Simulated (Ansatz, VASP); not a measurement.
# Mg2C in VASP and in Ansatz

```
C Mg
1.0
     0.00000    2.64534    2.64534
     2.64534    0.00000    2.64534
     2.64534    2.64534    0.00000
C Mg
1 2
Direct
  0.00000 0.00000 0.00000
  0.25000 0.25000 0.25000
  0.75000 0.75000 0.75000
```

Change from the starting cell: hydrostatic strain -2.4%.

Alike in both runs: task single point; functional r2SCAN; k mesh 8 × 8 × 8; no spin polarisation.

```csv
,VASP,Ansatz
version,VASP 6.6.1,Ansatz 0.2.0
potentials or method,"VASP PAW PBE potentials, release 64 (C, Mg)","plane waves, PAW"
plane-wave cutoff (eV),520,500
occupations,"gaussian, width 0.01 eV",fixed
valence electrons in the cell,8,24
```

```csv
,VASP,Ansatz,Ansatz less VASP
gap on the k mesh at the Fermi level (eV),1.12,1.13,+0.007
pressure (GPa),8.0,8.4,+0.38
```

VASP's potentials were made for PBE, not for r2SCAN. VASP's potentials hold 8 valence electrons a cell and Ansatz's 24, so a difference there can come from the potentials and not from the codes.
